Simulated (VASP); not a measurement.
Set up this calculation in VASP 6.6.1, as the native input.

- Task: relaxation of volume and atoms at fixed shape
- Functional: PBEsol
- Potentials or basis: VASP PAW PBE potentials, release 64 (Mg)
- Cutoff: 600 eV
- k mesh: 9 × 9 × 5
- Occupations: methfessel-paxton, width 0.1 eV
- Spin: no spin polarisation
- Dipole correction: no
- Further INCAR settings: ALGO = Normal; EDIFF = 1e-06; IBRION = 2; EDIFFG = -0.01; NSW = 80; ISIF = 8

The structure of Mg lies in POSCAR:

```
Mg
1.0
    3.2093000000      0.0000000000      0.0000000000
   -1.6046500000      2.7793353284      0.0000000000
    0.0000000000      0.0000000000      5.2103000000
Mg
2
Direct
    0.3333333333      0.6666666667      0.2500000000
    0.6666666667      0.3333333333      0.7500000000
```

One way to write it, as run:

INCAR

```
PREC     = Accurate       # precision mode
ENCUT    = 600            # plane-wave cutoff, eV
EDIFF    = 1E-6           # SCF threshold, eV
ISMEAR   = 1              # smearing method
SIGMA    = 0.1            # smearing width, eV
LREAL    = F              # projectors in reciprocal space
LASPH    = T              # aspherical terms in the spheres
NELM     = 80             # most SCF steps
ALGO     = Normal         # electronic algorithm
ISIF     = 8              # what is computed and relaxed
LWAVE    = F              # write WAVECAR
LCHARG   = F              # write CHGCAR
GGA      = PS             # functional
IBRION   = 2              # ionic algorithm
NSW      = 80             # ionic steps
EDIFFG   = -0.01          # ionic threshold
```

KPOINTS

```
regular mesh
0
Gamma
  9 9 5
```

Potentials or basis: VASP PAW PBE potentials, release 64 (Mg).

The run is started by

```console
$ cat potpaw_PBE.64/Mg/POTCAR > POTCAR
$ mpirun -np 1 vasp_std > vasp.out
```

Results of the run:

```json
{
  "Relaxed volume": "22.45 Å³/atom",
  "Relaxed cell": "a = 3.173 Å, b = 3.173 Å, c = 5.151 Å, α = 90.00°, β = 90.00°, γ = 120.00°",
  "Space group after relaxing (to 0.05 Å)": "P6_3/mmc (No. 194)",
  "Energy gained by relaxing": "3.1 meV/atom",
  "Ionic steps": "3",
  "Pressure after relaxing": "0.0 GPa",
  "Band gap on the k mesh": "zero (band 2 reaches 3.69 eV, above the bottom of band 3 at 1.47 eV)"
}
```

Caveat: the PAW data sets were made with another functional, which shifts forces and pressure a little.

Wall time 11 s on 1 thread of Intel(R) Xeon(R) 6975P-C (Granite Rapids), with other jobs on the host, peak memory 0.19 GiB.
